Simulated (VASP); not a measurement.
# In (I4/mmm) in VASP: a series of runs

In is run at these levels: PBE; tasks: single point.

Everything below comes from runs of VASP 6.6.1. Logs are shortened: lines on timing, memory, paths and dates and some standing lists are left out, and cuts for length are marked.

**1. The cell of the first run**

It takes space group I4/mmm (No. 139, tetragonal). Conventional cell: a = 3.186 Å, b = 3.186 Å, c = 4.848 Å, α = 90.00°, β = 90.00°, γ = 90.00°. In (site symmetry 4/mmm) has 12 In at 3.19 to 3.31 Å within 4.2 Å.

**2. Single point, PBE (24.61 Å³/atom)**

Input file INCAR:

```
  ALGO = Normal
  EDIFF = 1E-6
  ENCUT = 520
  GGA = PE
  ISIF = 2
  ISMEAR = -1
  ISYM = 0
  LASPH = True
  LCHARG = True
  LELF = True
  LREAL = False
  LVHAR = True
  LWAVE = False
  NBANDS = 12
  NELM = 100
  PREC = Accurate
  SIGMA = 0.05
```

Input file KPOINTS:

```
k-points
0
Gamma
  12 12 14
```

Input file POSCAR:

```
In
1.0
   -1.5932363393      1.5932363393      2.4238766667
    1.5932363393     -1.5932363393      2.4238766667
    1.5932363393      1.5932363393     -2.4238766667
In
1
Direct
    0.0000000000      0.0000000000      0.0000000000
```

Potentials or basis: VASP PAW PBE potentials, release 64 (In_d).

Run with:

```bash
$ cat potpaw_PBE.64/In_d/POTCAR > POTCAR
$ mpirun -np 1 vasp_std > vasp.out
```

OUTCAR:

```text
EDIFF = 1E-6
   ENCUT = 520
   GGA = PE
   ISIF = 2
   ISMEAR = -1
   ISYM = 0
   LASPH = True
   LREAL = False
   NELM = 100
   PREC = Accurate

 ion  position               nearest neighbor table
   1  0.000  0.000  0.000-

IMPORTANT INFORMATION: All symmetrisations will be switched off!
NOSYMM: (Re-)initialisation of all symmetry stuff for point group C_1.

----------------------------------------------------------------------------------------

                                     Primitive cell

  volume of cell :      24.6111

  direct lattice vectors                    reciprocal lattice vectors
    -1.593236339  1.593236339  2.423876667     0.000000000  0.313826636  0.206281123
     1.593236339 -1.593236339  2.423876667     0.313826636  0.000000000  0.206281123
     1.593236339  1.593236339 -2.423876667     0.313826636  0.313826636  0.000000000

  length of vectors
     3.309377911  3.309377911  3.309377911     0.375551673  0.375551673  0.443817884

  position of ions in fractional coordinates (direct lattice)
     0.000000000  0.000000000  0.000000000

  ion indices of the primitive-cell ions
   primitive index   ion index
                 1           1

----------------------------------------------------------------------------------------

 KPOINTS: k-points

Automatic generation of k-mesh.
 Grid dimensions read from file:
 generate k-points for:   12   12   14

 Generating k-lattice:

  Cartesian coordinates                     Fractional coordinates (reciprocal lattice)
     0.000000000  0.026152220  0.017190094     0.083333333  0.000000000  0.000000000
     0.026152220  0.000000000  0.017190094     0.000000000  0.083333333  0.000000000
     0.022416188  0.022416188  0.000000000     0.000000000  0.000000000  0.071428571

  Length of vectors
     0.031295973  0.031295973  0.031701277

  Shift w.r.t. Gamma in fractional coordinates (k-lattice)
     0.000000000  0.000000000  0.000000000

 -----------------------------------------------------------------------------
|                                                                             |
|           W    W    AA    RRRRR   N    N  II  N    N   GGGG   !!!           |
|           W    W   A  A   R    R  NN   N  II  NN   N  G    G  !!!           |
|           W    W  A    A  R    R  N N  N  II  N N  N  G       !!!           |
|           W WW W  AAAAAA  RRRRR   N  N N  II  N  N N  G  GGG   !            |
|           WW  WW  A    A  R   R   N   NN  II  N   NN  G    G                |
|           W    W  A    A  R    R  N    N  II  N    N   GGGG   !!!           |
|                                                                             |
|     Your reciprocal lattice and k-lattice belong to different lattice       |
|     classes:                                                                |
|                                                                             |
|        The reciprocal lattice is body-centered tetragonal,                  |
|        whereas your k-lattice is base-centered monoclinic.                  |
|                                                                             |
|     Results are often still useful ...                                      |
|                                                                             |
 -----------------------------------------------------------------------------

 WARNING: IBZKPT: internal override: KBLOWUP is changed to .FALSE.
      ... skipping the blow-up phase ...

 Subroutine IBZKPT returns following result:
 ===========================================

 Found   1012 irreducible k-points:

 Following reciprocal coordinates:
            Coordinates               Weight
  0.000000  0.000000  0.000000      1.000000
  0.083333  0.000000  0.000000      2.000000
  0.166667  0.000000 -0.000000      2.000000
  0.250000 -0.000000  0.000000      2.000000
  0.333333 -0.000000  0.000000      2.000000
  0.416667 -0.000000  0.000000      2.000000
[... 16 lines left out ...]
  0.250000  0.166667 -0.000000      2.000000
  0.333333  0.166667  0.000000      2.000000
 [... further k-points ...]
   k-points           NKPTS =   1012   k-points in BZ     NKDIM =   1012   number of bands    NBANDS=     12
   number of dos      NEDOS =    301   number of ions     NIONS =      1
   total plane-waves  NPLWV =  21952
   dimension x,y,z NGX =    28 NGY =   28 NGZ =   28
   dimension x,y,z NGXF=    56 NGYF=   56 NGZF=   56
   ions per type =               1
   NGX,Y,Z   is equivalent  to a cutoff of  14.07, 14.07, 14.07 a.u.
   NGXF,Y,Z  is equivalent  to a cutoff of  28.13, 28.13, 28.13 a.u.
 SYSTEM =  unknown system
   PREC   = accura    normal or accurate (medium, high low for compatibility)
   ISTART =      0    job   : 0-new  1-cont  2-samecut
   ICHARG =      2    charge: 1-file 2-atom 10-const
   ISPIN  =      1    spin polarized calculation?
   LNONCOLLINEAR =      F non collinear calculations
   LSORBIT =      F    spin-orbit coupling
   LASPH  =      T    aspherical Exc in radial PAW
   ENCUT  =  520.0 eV  38.22 Ry    6.18 a.u.   6.15  6.15  6.15*2*pi/ulx,y,z
   NELM   =    100;   NELMIN=  2; NELMDL= -5     # of ELM steps
   EDIFF  = 0.1E-05   stopping-criterion for ELM
   LREAL  =      F    real-space projection
   EDIFFG = 0.1E-04   stopping-criterion for IOM
   NSW    =      0    number of steps for IOM
   IBRION =     -1    ionic relax: 0-MD 1-quasi-New 2-CG
   NFREE  =      0    steps in history (QN), initial steepest desc. (CG)
   ISIF   =      2    stress and relaxation
   ISYM   =      0    0-nonsym 1-usesym 2-fastsym
   POTIM  = 0.5000    time-step for ionic-motion
   TEBEG  =    0.0;   TEEND  =   0.0 temperature during run
   PSTRESS=    0.0 pullay stress
   NELECT =      13.0000    total number of electrons
   NUPDOWN=      -1.0000    fix difference up-down
   EMIN   =  10.00;   EMAX   =-10.00  energy-range for DOS
   EFERMI =   0.00;   METHOD = LEGACY
   ISMEAR =    -1;   SIGMA  =   0.05  broadening in eV -4-tet -1-fermi 0-gaus
   EFERMI_NEDOS =   21; number of points for ismear=-14 and -15
   IALGO  =     38    algorithm
   IMIX   =      4    mixing-type and parameters
     AMIX     =   0.40;   BMIX     =  1.00
     AMIX_MAG =   1.60;   BMIX_MAG =  1.00
  volume/ion in A,a.u.               =      24.61       166.08
  Fermi-wavevector in a.u.,A,eV,Ry     =   1.323363  2.500793 23.827741  1.751290
  Thomas-Fermi vector in A             =   2.452976
   LORBIT       =      0    0 simple, 1 ext, 2 COOP (PROOUT), +10 PAW based schemes
   GGA     = PE    functional components
   LHFCALC =     F    Hartree Fock is set to
   AEXX    =    0.0000 exact exchange contribution
   IVDW    =     0    specifies the selected vdW correction
   LEPSILON=     F    determine dielectric tensor
   LRPA    =     F    only Hartree local field effects (RPA)
 non-spin polarized calculation
  energy-cutoff  :      520.00
  volume of cell :       24.61
 maximum number of plane-waves:       678
 NGX is ok and might be reduce to    28
   NGX = 13   NGY = 13   NGZ = 13

 number of electron      12.9999996 magnetization

 Free energy of the ion-electron system (eV)
  ---------------------------------------------------
  ext. energy  EPLUGINS =         0.00000000
  ---------------------------------------------------
  free energy    TOTEN  =        -2.51716736 eV

  energy without entropy =       -2.51334284  energy(sigma->0) =       -2.51525510

 E-fermi :   8.2515     XC(G=0): -10.5464

 val. band max:        8.2404309763   @ k =  -0.2500   0.0000   0.4286
 cond. band min:       8.2648924370   @ k =   0.3333  -0.4167   0.2143
 fundamental gap:      0.0244614607
 Fermi energy:         8.2514601894

 k-point     1 :       0.0000    0.0000    0.0000
  band No.  band energies     occupation
      1      -6.5489      2.00000
      2      -6.4269      2.00000
      3      -6.4257      2.00000
      4      -6.3288      2.00000
      5      -6.2088      2.00000
      6      -1.7395      2.00000
      7      19.3382      0.00000
      8      19.3393      0.00000
      9      19.5374      0.00000
     10      19.9393      0.00000
     11      22.7425      0.00000
     12      22.8396      0.00000

 k-point     2 :       0.0833    0.0000    0.0000
  band No.  band energies     occupation
      1      -6.5366      2.00000
      2      -6.4276      2.00000
      3      -6.4137      2.00000
      4      -6.3262      2.00000
      5      -6.2139      2.00000
      6      -1.5796      2.00000
      7      17.4665      0.00000
      8      19.0668      0.00000
      9      19.1394      0.00000
     10      19.8515      0.00000
     11      23.1284      0.00000
     12      23.2685      0.00000

 k-point     3 :       0.1667    0.0000   -0.0000
  band No.  band energies     occupation
      1      -6.5156      2.00000
      2      -6.4368      2.00000
      3      -6.3857      2.00000
      4      -6.3026      2.00000
      5      -6.2209      2.00000
      6      -1.0941      2.00000
      7      14.4760      0.00000
      8      18.2557      0.00000
      9      18.7362      0.00000
     10      19.8423      0.00000
     11      22.0672      0.00000
     12      24.3212      0.00000
[... 286 lines left out ...]
 k-point    23 :       0.2500    0.1667   -0.0000
  band No.  band energies     occupation
      1      -6.4744      2.00000
      2      -6.4395      2.00000
      3      -6.3537      2.00000
      4      -6.2650      2.00000
      5      -6.1759      2.00000
      6       0.9854      2.00000
      7      10.4471      0.00000
      8      13.0064      0.00000
      9      16.9233      0.00000
     10      19.6822      0.00000
     11      21.8851      0.00000
     12      23.1810      0.00000

 k-point    24 :       0.3333    0.1667    0.0000
  band No.  band energies     occupation
      1      -6.4900      2.00000
      2      -6.4453      2.00000
      3      -6.3730      2.00000
      4      -6.1867      2.00000
      5      -6.1613      2.00000
      6       2.3384      2.00000
      7       7.9377      1.99624
      8      13.0947      0.00000
      9      15.9276      0.00000
     10      18.6518      0.00000
     11      21.9577      0.00000
     12      23.8225      0.00000

 [... further k-points ...]
[... 5 lines left out ...]
  --------------------------------------------------------------------------------------
  -------------------------------------------------------------------------------------
  Total        0.7879167      0.7879174      0.8383869     -0.0585516      0.0362484      0.0362482
  in kB       51.2932210     51.2932666     54.5788232     -3.8117000      2.3597618      2.3597484
  external PRESSURE =      52.3884370 kB  Pullay stress =       0.0000000 kB

 VOLUME and BASIS-vectors are now :
 -----------------------------------------------------------------------------
  energy-cutoff  :      520.00
  volume of cell :       24.61
      direct lattice vectors                 reciprocal lattice vectors
    -1.593236339  1.593236339  2.423876667     0.000000000  0.313826636  0.206281123
     1.593236339 -1.593236339  2.423876667     0.313826636  0.000000000  0.206281123
     1.593236339  1.593236339 -2.423876667     0.313826636  0.313826636  0.000000000

 POSITION                                       TOTAL-FORCE (eV/Angst)
 -----------------------------------------------------------------------------------
      0.00000      0.00000      0.00000         0.000000      0.000001      0.000000
 -----------------------------------------------------------------------------------
    total drift:                                0.000000      0.000001      0.000000

  FREE ENERGIE OF THE ION-ELECTRON SYSTEM (eV)
  ---------------------------------------------------
  free  energy   TOTEN  =        -2.5171673565 eV

  energy  without entropy=       -2.5133428357  energy(sigma->0) =       -2.51525510
```

Wall time 4 min (1 thread of Intel Xeon 8259CL, shared host); peak memory 0.4 GiB.

Results:

- Free energy: -2.5172 eV
- Pressure: 5.2 GPa
- Band gap on the k mesh: zero (an odd number of electrons rules out a gap without spin polarisation)

Stress tensor (GPa, compression positive):
```
 5.13 -0.38  0.24
-0.38  5.13  0.24
 0.24  0.24  5.46
```

Caveat: the cell stands under pressure; spin-orbit coupling is left out, which moves the levels of the heavy elements.

(Part 1 of 2 ends here.)

The gap in the log of VASP goes by the Fermi energy; the results here count the filled bands.